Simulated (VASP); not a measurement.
**Sn: single point with LDA**

Crystal: Sn.

```
Sn
1.0
     3.03895    0.00000    0.00000
    -1.51947    2.63180    0.00000
     0.00000    0.00000    9.98908
Sn
4
Cartesian
  0.0000 0.0000 0.0000
  0.0000 0.0000 4.9945
  0.0000 1.7545 2.4973
  1.5195 0.8773 7.4918
```

This isn't the form of Sn at room conditions, which is tetragonal (white tin).

| Item | Value |
| --- | --- |
| Program | VASP 6.6.1 |
| Task | single point |
| Functional | LDA |
| Potentials or basis | VASP PAW LDA potentials, release 64 (Sn_d) |
| Cutoff | 520 eV |
| k mesh | 11 × 11 × 3 |
| Occupations | fermi-dirac, width 0.1 eV |
| Spin | no spin polarisation |

```
Pressure               : 27.2 GPa
Band gap on the k mesh : zero (bands 28 and 29 overlap by 10.26 eV)
```

Levels at points of the mesh, in eV from the Fermi level:
```
           k point  band 24  band 25  band 26  band 27  band 28  band 29  band 30  band 31  band 32  band 33
(0.00, 0.00, 0.00)    -7.58    -6.58     1.21     1.21     7.64     7.64     8.68     8.68     8.86     8.86
```

It took 92 s on 1 thread of Intel Xeon 8259CL, on a shared host, peak memory 0.2 GiB.

Caveat: the cell stands under pressure; spin-orbit coupling is left out, which moves the levels of the heavy elements.
